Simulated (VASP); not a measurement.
A run of VASP 6.6.1 is set up as follows.

INCAR

```
PREC     = Accurate       # precision mode
ENCUT    = 520            # plane-wave cutoff, eV
EDIFF    = 1E-7           # SCF threshold, eV
ISMEAR   = 0              # smearing method
SIGMA    = 0.05           # smearing width, eV
LREAL    = False          # projectors in reciprocal space
LASPH    = True           # aspherical terms in the spheres
NELM     = 150            # most SCF steps
ALGO     = Normal         # electronic algorithm
ISIF     = 2              # what is computed and relaxed
LWAVE    = False          # write WAVECAR
LCHARG   = False          # write CHGCAR
ISPIN    = 2              # spin polarisation
MAGMOM   = 0 0 0 0 1      # initial moments
LORBIT   = 11             # projections on sites
LMAXMIX  = 4              # l up to which the mixer works
LDIPOL   = True         
IDIPOL   = 3            
DIPOL    = 0.5 0.5 0.315
GGA      = PE             # functional
IVDW     = 12             # dispersion correction
NBANDS   = 30             # bands
```

The input KPOINTS:

```
regular mesh
0
Gamma
  7 7 1
```

POSCAR

```
Ag2HCl2
1.0
    3.8966246593      0.0000000000      0.0000000000
    0.0000000000      3.8966246593      0.0000000000
    0.0000000000      0.0000000000     20.1478735173
Ag Cl H
2 2 1
Direct
    0.0000000000      0.0000000000      0.1985321179
    0.5000000000      0.5000000000      0.3337564577
    0.5000000000      0.5000000000      0.1985321179
    0.0000000000      0.0000000000      0.3398807081
    0.0000000000      0.0000000000      0.5036697053
```

Potentials or basis: VASP PAW PBE potentials, release 64 (Ag, Cl, H).

Command:

```bash
$ cat potpaw_PBE.64/Ag/POTCAR potpaw_PBE.64/Cl/POTCAR potpaw_PBE.64/H/POTCAR > POTCAR
$ mpirun -np 1 vasp_std > vasp.out
```

(1) Predict the dispersion energy per atom.

(2) Estimate the band gap on the k mesh.

## Answers

(1) -0.178 eV.

(2) 1.12 eV, indirect (least direct gap 2.54 eV).
